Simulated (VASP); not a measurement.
Wanted: the native input for a VASP 6.6.1 run.

| Quantity | Value |
| --- | --- |
| Task | single point |
| Functional | PBE |
| Potentials or basis | VASP PAW PBE potentials, release 64 (Pb_d, O) |
| Cutoff | 520 eV |
| k mesh | 13 × 13 × 13 |
| Occupations | fermi-dirac, width 0.0612256 eV |
| Spin | no spin polarisation |
| Dipole correction | no |
| Further INCAR settings | ALGO = Normal; EDIFF = 1e-07; NBANDS = 24 |

The structure of PbO3 (ReO3 type) lies in POSCAR:

```
PbO3
1.0
    4.2085242832      0.0000000000      0.0000000000
    0.0000000000      4.2085242832      0.0000000000
    0.0000000000      0.0000000000      4.2085242832
Pb O
1 3
Direct
    0.0000000000      0.0000000000      0.0000000000
    0.5000000000      0.0000000000      0.0000000000
    0.0000000000      0.5000000000      0.0000000000
    0.0000000000      0.0000000000      0.5000000000
```

The input as run:

INCAR

```
SYSTEM = PbO3
PREC     = Accurate       ! precision mode
ENCUT    = 520            ! plane-wave cutoff, eV
EDIFF    = 1E-7           ! SCF threshold, eV
ISMEAR   = -1             ! smearing method
SIGMA    = 0.06122561905347299 ! smearing width, eV
LREAL    = .FALSE.        ! projectors in reciprocal space
LASPH    = .TRUE.         ! aspherical terms in the spheres
NELM     = 100            ! most SCF steps
ALGO     = Normal         ! electronic algorithm
ISIF     = 2              ! what is computed and relaxed
LWAVE    = .FALSE.        ! write WAVECAR
LCHARG   = .TRUE.         ! write CHGCAR
GGA      = PE             ! functional
LELF     = .TRUE.         ! ELF
LVHAR    = .TRUE.       
NBANDS   = 24             ! bands
```

KPOINTS

```
regular mesh
0
G
  13 13 13
  0 0 0
```

Potentials or basis: VASP PAW PBE potentials, release 64 (Pb_d, O).

Command:

```console
$ cat potpaw_PBE.64/Pb_d/POTCAR potpaw_PBE.64/O/POTCAR > POTCAR
$ mpirun -np 1 vasp_std > vasp.out
```

Results of the run:

```yaml
Pressure: 4.3 GPa
Band_gap_on_the_k_mesh: zero (bands 16 and 17 overlap by 0.75 eV)
```

Caveat: the cell stands under pressure; semilocal functionals underestimate gaps, so a narrow gap can read as zero; spin-orbit coupling is left out, which moves the levels of the heavy elements.

It took 120 s on 1 thread of Intel Xeon 8259CL (shared host), peak memory 0.26 GiB.
